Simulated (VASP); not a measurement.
A run of VASP 6.6.1 is set up as follows.

Contents of INCAR:

```
SYSTEM = Ba8Ti8O24F
ALGO = Normal ; EDIFF = 1E-6
ENCUT = 520 ; GGA = PE
GGA_COMPAT = .False. ; ISIF = 2
ISMEAR = -1 ; ISPIN = 2
LASPH = .True. ; LCHARG = .True.
LELF = .True. ; LMAXMIX = 4
LORBIT = 11 ; LREAL = Auto
LVHAR = .True. ; LWAVE = .False.
MAGMOM = 0.024 0.024 0.024 0.024 0.024 0.024 0.024 0.024 0.024 0.024 0.024 0.024 0.024 0.024 0.024 0.024 0.024 0.024 0.024 0.024 0.024 0.024 0.024 0.024 0.024 0.024 0.024 0.024 0.024 0.024 0.024 0.024 0.024 0.024 0.024 0.024 0.024 0.024 0.024 0.024 0.024 ; NBANDS = 194
NELM = 200 ; NUPDOWN = 1.0
PREC = Accurate ; SIGMA = 0.01
```

KPOINTS

```
k-points
0
Gamma
  1 1 1
  0 0 0
```

Contents of POSCAR:

```
Ba8Ti8O24F
1.0
    7.9691230600      0.0000000000      0.0000000000
    0.0000000000      7.9691230600      0.0000000000
    0.0000000000      0.0000000000      8.4107998800
Ba Ti O F
8 8 24 1
Direct
    0.2652723498      0.2335019783      0.2906283629
    0.2623578510      0.2401161314      0.7991659647
    0.2566015087      0.7516111817      0.2883062294
    0.2511864837      0.7409888084      0.7957371588
    0.7448791988      0.2476776912      0.3150143908
    0.7471646447      0.2575710005      0.7753651369
    0.7573455642      0.7462556363      0.3076919005
    0.7667203724      0.7307334767      0.7832306194
   -0.0023308713     -0.0011879601      0.0586158281
    0.0166725999     -0.0097151217      0.5610345113
    0.0182013753      0.4887865290      0.0682398830
    0.0228651256      0.4805908970      0.5453594266
    0.5265066141     -0.0363106452      0.0424054793
    0.5133738015     -0.0174484694      0.5698209526
    0.5217855175      0.4905823352      0.0600373338
    0.5064446828      0.4862063204      0.5544722341
    0.0791785991      0.2732728537      0.0372790941
    0.2299854057     -0.0181553226      0.0275142678
   -0.0084802304      0.0045313643      0.2716170914
   -0.0044913348      0.2528515352      0.5203508658
    0.2470541596      0.0085633011      0.5337706359
   -0.0129258890      0.0123484101      0.7714897623
    0.0101509287      0.7520195077      0.0273366390
    0.2415156581      0.5351128308      0.0361007282
   -0.0075554110      0.5013103663      0.2822821888
   -0.0048842262      0.7614918171      0.5288675350
    0.2477157129      0.5103236541      0.5198122726
    0.0010062588      0.4936940954      0.7591433741
    0.4917986547      0.2656164278      0.0225477960
    0.7470537166     -0.0930663254      0.0307035007
    0.5043436988      0.0027535025      0.2531856697
    0.4924451499      0.2534364176      0.5323358139
    0.7391139471      0.0076514065      0.5305394331
    0.5063463031     -0.0025872357      0.7867451484
    0.4757569900      0.7408353410      0.0268640323
    0.7524555657      0.5083904426      0.0267778336
    0.4996006424      0.5021853684      0.2747038371
    0.4918672946      0.7601397236      0.5267615522
    0.7384085998      0.5067019256      0.5296725714
    0.4923244340      0.5060816566      0.7666537181
   -0.1771947791      0.1745657571      0.0402445671
```

Potentials or basis: VASP PAW PBE potentials, release 64 (Ba_sv, Ti_sv, O, F).

Run with:

```console
$ cat potpaw_PBE.64/Ba_sv/POTCAR potpaw_PBE.64/Ti_sv/POTCAR potpaw_PBE.64/O/POTCAR potpaw_PBE.64/F/POTCAR > POTCAR
$ mpirun -np 1 vasp_gam > vasp.out
```

**Question.** Predict the pressure.

**Answer.** 9.6 GPa.

**Question.** What does it give for the largest force?

**Answer.** 1.043 eV/Å.

Stress tensor (GPa, compression positive):
```
 9.28  0.83  1.05
 0.83  9.75 -0.91
 1.05 -0.91  9.66
```

Caveat: the k points lie up to 0.79 Å⁻¹ apart; the total moment is fixed, so each spin has its own Fermi level and the state may be an excited one.
